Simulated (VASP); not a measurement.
# GaSb (Immm) in VASP: notebook

Runs on GaSb. Level: LDA. Tasks: single point.

All numbers are computed with VASP 6.6.1; they aren't measurements. Logs are shortened: lines on timing, memory, paths and dates and some standing lists are left out, and cuts for length are marked.

## 1. The cell of the first run

It takes space group Immm (No. 71, orthorhombic). Conventional cell: a = 3.096 Å, b = 5.056 Å, c = 5.658 Å, α = 90.00°, β = 90.00°, γ = 90.00°. Within 3.7 Å of Ga (site symmetry mmm) lie 6 Sb at 2.83 to 2.96 Å and 2 Ga at 3.10 Å. Sb (site symmetry mmm) has 6 Ga at 2.83 to 2.96 Å and 2 Sb at 3.10 Å within 3.7 Å.

## 2. Single point, LDA (22.14 Å³/atom)

INCAR

```
SYSTEM = GaSb
PREC = Accurate
ENCUT = 520
EDIFF = 1E-6
ISMEAR = 0
SIGMA = 0.15
LREAL = .FALSE.
LASPH = .TRUE.
NELM = 80
ALGO = Fast
ISIF = 2
LWAVE = .FALSE.
LCHARG = .FALSE.
NBANDS = 16
```

KPOINTS

```
regular mesh
0
G
  18 18 18
  0 0 0
```

POSCAR

```
GaSb
1.0
   -1.5480570542      2.5279859324      2.8292495403
    1.5480570542     -2.5279859324      2.8292495403
    1.5480570542      2.5279859324     -2.8292495403
Ga Sb
1 1
Direct
    0.0000000000      0.0000000000      0.0000000000
    0.5000000000      0.5000000000      0.0000000000
```

Potentials or basis: VASP PAW LDA potentials, release 64 (Ga_d, Sb).

Command:

```bash
> cat potpaw_LDA.64/Ga_d/POTCAR potpaw_LDA.64/Sb/POTCAR > POTCAR
> mpirun -np 1 vasp_std > vasp.out
```

OUTCAR:

```text
SYSTEM = GaSb
   PREC = Accurate
   ENCUT = 520
   EDIFF = 1E-6
   ISMEAR = 0
   LREAL = .FALSE.
   LASPH = .TRUE.
   NELM = 80
   ISIF = 2

 ion  position               nearest neighbor table
   1  0.000  0.000  0.000-   2 2.83   2 2.83   2 2.96   2 2.96   2 2.96   2 2.96
   2  0.500  0.500  0.000-   1 2.83   1 2.83   1 2.96   1 2.96   1 2.96   1 2.96

  LATTYP: Found a body centered orthorhombic cell.
 ALAT       =     3.0961141084
 B/A-ratio  =     1.6330056606
 C/A-ratio  =     1.8276132218

  Lattice vectors:

 A1 = (  -1.5480570542,   2.5279859324,   2.8292495403)
 A2 = (   1.5480570542,  -2.5279859324,   2.8292495403)
 A3 = (   1.5480570542,   2.5279859324,  -2.8292495403)

Analysis of symmetry for initial positions (statically):
=====================================================================
 Subroutine PRICEL returns:
 Original cell was already a primitive cell.

 Routine SETGRP: Setting up the symmetry group for a
 body centered orthorhombic supercell.

 Subroutine GETGRP returns: Found  8 space group operations
 (whereof  8 operations were pure point group operations)
 out of a pool of  8 trial point group operations.

The static configuration has the point symmetry D_2h.

Analysis of symmetry for dynamics (positions and initial velocities):
=====================================================================
 Subroutine PRICEL returns:
 Original cell was already a primitive cell.

 Routine SETGRP: Setting up the symmetry group for a
 body centered orthorhombic supercell.

 Subroutine GETGRP returns: Found  8 space group operations
 (whereof  8 operations were pure point group operations)
 out of a pool of  8 trial point group operations.

The dynamic configuration has the point symmetry D_2h.

 Subroutine INISYM returns: Found  8 space group operations
 (whereof  8 operations are pure point group operations),
 and found     1 'primitive' translations

----------------------------------------------------------------------------------------

                                     Primitive cell

  volume of cell :      44.2887

  direct lattice vectors                    reciprocal lattice vectors
    -1.548057054  2.527985932  2.829249540     0.000000000  0.197785911  0.176725309
     1.548057054 -2.527985932  2.829249540     0.322985512  0.000000000  0.176725309
     1.548057054  2.527985932 -2.829249540     0.322985512  0.197785911  0.000000000

  length of vectors
     4.097785558  4.097785558  4.097785558     0.265237821  0.368173160  0.378733293

  position of ions in fractional coordinates (direct lattice)
     0.000000000  0.000000000  0.000000000
     0.500000000  0.500000000  0.000000000

  ion indices of the primitive-cell ions
   primitive index   ion index
                 1           1
                 2           2

----------------------------------------------------------------------------------------

 KPOINTS: regular mesh

Automatic generation of k-mesh.
 Grid dimensions read from file:
 generate k-points for:   18   18   18

 Generating k-lattice:

  Cartesian coordinates                     Fractional coordinates (reciprocal lattice)
     0.000000000  0.010988106  0.009818073     0.055555556  0.000000000  0.000000000
     0.017943640  0.000000000  0.009818073    -0.000000000  0.055555556  0.000000000
     0.017943640  0.010988106  0.000000000    -0.000000000  0.000000000  0.055555556

  Length of vectors
     0.014735434  0.020454064  0.021040739

  Shift w.r.t. Gamma in fractional coordinates (k-lattice)
     0.000000000  0.000000000  0.000000000

 Subroutine IBZKPT returns following result:
 ===========================================

 Found    865 irreducible k-points:

 Following reciprocal coordinates:
            Coordinates               Weight
  0.000000  0.000000  0.000000      1.000000
  0.055556  0.000000 -0.000000      4.000000
  0.111111  0.000000 -0.000000      4.000000
  0.166667  0.000000  0.000000      4.000000
  0.222222  0.000000 -0.000000      4.000000
  0.277778  0.000000  0.000000      4.000000
[... 16 lines left out ...]
 -0.333333  0.055556  0.000000      8.000000
 -0.277778  0.055556  0.000000      8.000000
 [... further k-points ...]
   k-points           NKPTS =    865   k-points in BZ     NKDIM =    865   number of bands    NBANDS=     16
   number of dos      NEDOS =    301   number of ions     NIONS =      2
   total plane-waves  NPLWV =  27000
   dimension x,y,z NGX =    30 NGY =   30 NGZ =   30
   dimension x,y,z NGXF=    60 NGYF=   60 NGZF=   60
   ions per type =               1   1
   NGX,Y,Z   is equivalent  to a cutoff of  12.17, 12.17, 12.17 a.u.
   NGXF,Y,Z  is equivalent  to a cutoff of  24.34, 24.34, 24.34 a.u.
 SYSTEM =  GaSb
   PREC   = accura    normal or accurate (medium, high low for compatibility)
   ISTART =      0    job   : 0-new  1-cont  2-samecut
   ICHARG =      2    charge: 1-file 2-atom 10-const
   ISPIN  =      1    spin polarized calculation?
   LNONCOLLINEAR =      F non collinear calculations
   LSORBIT =      F    spin-orbit coupling
   LASPH  =      T    aspherical Exc in radial PAW
   ENCUT  =  520.0 eV  38.22 Ry    6.18 a.u.   7.62  7.62  7.62*2*pi/ulx,y,z
   NELM   =     80;   NELMIN=  2; NELMDL= -5     # of ELM steps
   EDIFF  = 0.1E-05   stopping-criterion for ELM
   LREAL  =      F    real-space projection
   EDIFFG = 0.1E-04   stopping-criterion for IOM
   NSW    =      0    number of steps for IOM
   IBRION =     -1    ionic relax: 0-MD 1-quasi-New 2-CG
   NFREE  =      0    steps in history (QN), initial steepest desc. (CG)
   ISIF   =      2    stress and relaxation
   ISYM   =      2    0-nonsym 1-usesym 2-fastsym
   POTIM  = 0.5000    time-step for ionic-motion
   TEBEG  =    0.0;   TEEND  =   0.0 temperature during run
   PSTRESS=    0.0 pullay stress
   NELECT =      18.0000    total number of electrons
   NUPDOWN=      -1.0000    fix difference up-down
   EMIN   =  10.00;   EMAX   =-10.00  energy-range for DOS
   EFERMI =   0.00;   METHOD = LEGACY
   ISMEAR =     0;   SIGMA  =   0.15  broadening in eV -4-tet -1-fermi 0-gaus
   EFERMI_NEDOS =   21; number of points for ismear=-14 and -15
   IALGO  =     68    algorithm
   IMIX   =      4    mixing-type and parameters
     AMIX     =   0.40;   BMIX     =  1.00
     AMIX_MAG =   1.60;   BMIX_MAG =  1.00
  volume/ion in A,a.u.               =      22.14       149.44
  Fermi-wavevector in a.u.,A,eV,Ry     =   1.212648  2.291572 20.007570  1.470515
  Thomas-Fermi vector in A             =   2.348125
   LORBIT       =      0    0 simple, 1 ext, 2 COOP (PROOUT), +10 PAW based schemes
   GGA     = CA    functional components
   LHFCALC =     F    Hartree Fock is set to
   AEXX    =    0.0000 exact exchange contribution
   IVDW    =     0    specifies the selected vdW correction
   LEPSILON=     F    determine dielectric tensor
   LRPA    =     F    only Hartree local field effects (RPA)
 non-spin polarized calculation
 RMM-DIIS sequential band-by-band and
 Gauss-broadening in eV      SIGMA  =   0.15
  energy-cutoff  :      520.00
  volume of cell :       44.29
 maximum number of plane-waves:      1211
   NGX = 15   NGY = 15   NGZ = 15

 number of electron      18.0000005 magnetization

 Free energy of the ion-electron system (eV)
  ---------------------------------------------------
  ext. energy  EPLUGINS =         0.00000000
  ---------------------------------------------------
  free energy    TOTEN  =        -8.37438239 eV

  energy without entropy =       -8.36587905  energy(sigma->0) =       -8.37013072

 E-fermi :   7.3756     XC(G=0): -10.8556

 val. band max:        7.3675886120   @ k =   0.3889  -0.3889   0.0556
 cond. band min:       7.3781349997   @ k =  -0.1667   0.1667   0.0000
 fundamental gap:      0.0105463876
 Fermi energy:         7.3755526819

 k-point     1 :       0.0000    0.0000    0.0000
  band No.  band energies     occupation
      1      -7.7263      2.00000
      2      -7.6342      2.00000
      3      -7.6333      2.00000
      4      -7.6142      2.00000
      5      -7.5747      2.00000
      6      -5.2228      2.00000
[... 8 lines left out ...]
     15      16.5388      0.00000
     16      17.5584      0.00000

 k-point     2 :       0.0556    0.0000   -0.0000
  band No.  band energies     occupation
      1      -7.7261      2.00000
      2      -7.6350      2.00000
      3      -7.6328      2.00000
      4      -7.6142      2.00000
      5      -7.5746      2.00000
      6      -5.1931      2.00000
[... 8 lines left out ...]
     15      16.8192      0.00000
     16      17.4867      0.00000

 k-point     3 :       0.1111    0.0000   -0.0000
  band No.  band energies     occupation
      1      -7.7254      2.00000
      2      -7.6374      2.00000
      3      -7.6315      2.00000
      4      -7.6143      2.00000
      5      -7.5743      2.00000
      6      -5.1044      2.00000
[... 8 lines left out ...]
     15      16.9735      0.00000
     16      17.7919      0.00000

 k-point     4 :       0.1667    0.0000    0.0000
  band No.  band energies     occupation
      1      -7.7244      2.00000
      2      -7.6410      2.00000
      3      -7.6294      2.00000
      4      -7.6144      2.00000
      5      -7.5739      2.00000
      6      -4.9579      2.00000
[... 8 lines left out ...]
     15      16.7668      0.00000
     16      18.2597      0.00000
[... 324 lines left out ...]
 k-point    22 :      -0.3889    0.0556   -0.0000
  band No.  band energies     occupation
      1      -7.7165      2.00000
      2      -7.6557      2.00000
      3      -7.6207      2.00000
      4      -7.6180      2.00000
      5      -7.5737      2.00000
      6      -3.9905      2.00000
[... 8 lines left out ...]
     15      16.9159      0.00000
     16      17.7989      0.00000

 k-point    23 :      -0.3333    0.0556    0.0000
  band No.  band energies     occupation
      1      -7.7172      2.00000
      2      -7.6517      2.00000
      3      -7.6229      2.00000
      4      -7.6178      2.00000
      5      -7.5743      2.00000
      6      -4.2902      2.00000
[... 8 lines left out ...]
     15      16.8992      0.00000
     16      17.8827      0.00000

 k-point    24 :      -0.2778    0.0556    0.0000
  band No.  band energies     occupation
      1      -7.7181      2.00000
      2      -7.6472      2.00000
      3      -7.6254      2.00000
      4      -7.6175      2.00000
      5      -7.5749      2.00000
      6      -4.5643      2.00000
[... 8 lines left out ...]
     15      17.0313      0.00000
     16      17.9942      0.00000

 [... further k-points ...]

------------------------ aborting loop because EDIFF is reached ----------------------------------------

  FORCE on cell =-STRESS in cart. coord.  units (eV):
  Direction    XX          YY          ZZ          XY          YZ          ZX
  --------------------------------------------------------------------------------------
  -------------------------------------------------------------------------------------
  Total        0.3884555      0.1676639     -0.3519579     -0.0000000      0.0000000      0.0000000
  in kB       14.0526747      6.0653689    -12.7323448     -0.0000000      0.0000000      0.0000000
  external PRESSURE =       2.4618996 kB  Pullay stress =       0.0000000 kB

 VOLUME and BASIS-vectors are now :
 -----------------------------------------------------------------------------
  energy-cutoff  :      520.00
  volume of cell :       44.29
      direct lattice vectors                 reciprocal lattice vectors
    -1.548057054  2.527985932  2.829249540     0.000000000  0.197785911  0.176725309
     1.548057054 -2.527985932  2.829249540     0.322985512  0.000000000  0.176725309
     1.548057054  2.527985932 -2.829249540     0.322985512  0.197785911  0.000000000

 POSITION                                       TOTAL-FORCE (eV/Angst)
 -----------------------------------------------------------------------------------
      0.00000      0.00000      0.00000         0.000000     -0.000000     -0.000000
      0.00000      0.00000      2.82925        -0.000000      0.000000      0.000000
 -----------------------------------------------------------------------------------
    total drift:                                0.000000      0.000000      0.000000

  FREE ENERGIE OF THE ION-ELECTRON SYSTEM (eV)
  ---------------------------------------------------
  free  energy   TOTEN  =        -8.3743823916 eV

  energy  without entropy=       -8.3658790522  energy(sigma->0) =       -8.37013072
```

Wall time 14 min (1 thread of Oxide Virtual Turin-like, shared host); peak memory 0.65 GiB.

What came out:

```
Free energy            : -8.3744 eV
Pressure               : 0.2 GPa
Band gap on the k mesh : zero (bands 9 and 10 overlap by 5.82 eV)
```

Caveat: spin-orbit coupling is left out, which moves the levels of the heavy elements.

[end of part 1 of 2]
